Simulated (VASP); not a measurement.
S: relaxation of cell and atoms with PBE

The system is S.

```
CELL_PARAMETERS angstrom
-2.46935 2.46935 2.32516
2.46935 -2.46935 2.32516
2.46935 2.46935 -2.32516
ATOMIC_POSITIONS crystal
S 0.75000 0.25000 0.50000
S 0.25000 0.75000 0.50000
S 0.50000 0.50000 0.00000
```

The cell was generated, and may not be a known phase.

| Item | Value |
| --- | --- |
| Program | VASP 6.6.1 |
| Task | relaxation of cell and atoms |
| Functional | PBE |
| Potentials or basis | VASP PAW PBE potentials, release 64 (S) |
| Cutoff | 600 eV |
| k mesh | 14 × 14 × 14 |
| Occupations | gaussian, width 0.1 eV |
| Spin | no spin polarisation |
| Dipole correction | no |
| Further INCAR settings | ALGO = Normal; EDIFF = 1e-07; IBRION = 2; EDIFFG = -0.01; NSW = 100; ISIF = 3 |

| Property | Result |
| --- | --- |
| Relaxed volume | 19.08 Å³/atom |
| Relaxed cell | a = 4.213 Å, b = 4.213 Å, c = 4.213 Å, α = 106.99°, β = 106.99°, γ = 114.56° |
| Space group after relaxing (to 0.1 Å) | I4/mmm (No. 139) |
| Energy gained by relaxing | 4.1 meV/atom |
| Ionic steps | 5 |
| Pressure after relaxing | 0.0 GPa |
| Band gap on the k mesh | zero (bands 9 and 10 overlap by 2.14 eV) |

Stress tensor (GPa, compression positive):
```
-0.01  0.00  0.00
 0.00 -0.01  0.00
 0.00  0.00  0.08
```

Step by step:
```tsv
step	energy change (eV)	largest force (eV/Å)	pressure (GPa)	volume (Å³)
1	0.0000	0.0000	-0.05	56.71
2	-0.0084	0.0000	0.27	56.66
3	-0.0111	0.0000	0.67	56.59
4	-0.0124	0.0000	-0.09	57.34
5	-0.0124	0.0000	0.02	57.23
```

Final structure:
```
S
1.0
    -2.50655    2.50655    2.27727
     2.50655   -2.50655    2.27727
     2.50655    2.50655   -2.27727
S
3
Cartesian
  0.0000 2.5066 1.1386
  2.5066 0.0000 1.1386
  0.0000 0.0000 2.2773
```

Levels at points of the mesh, in eV from the Fermi level:
| k point | band 7 | band 8 | band 9 | band 10 | band 11 | band 12 |
| --- | --- | --- | --- | --- | --- | --- |
| (0.00, 0.00, 0.00) | -2.16 | -1.55 | -1.55 | -0.03 | -0.03 | 4.02 |
| (0.50, 0.00, 0.00) | -2.24 | -2.00 | -0.91 | -0.49 | 0.57 | 2.43 |
| (0.50, 0.50, 0.00) | -3.10 | -1.79 | -1.45 | 0.57 | 2.13 | 4.34 |
| (0.50, 0.50, 0.50) | -1.17 | 0.15 | 0.15 | 1.67 | 1.67 | 5.98 |

Wall time 16 min on 1 thread of Intel Xeon 8259CL, on a shared host, peak memory 0.32 GiB.
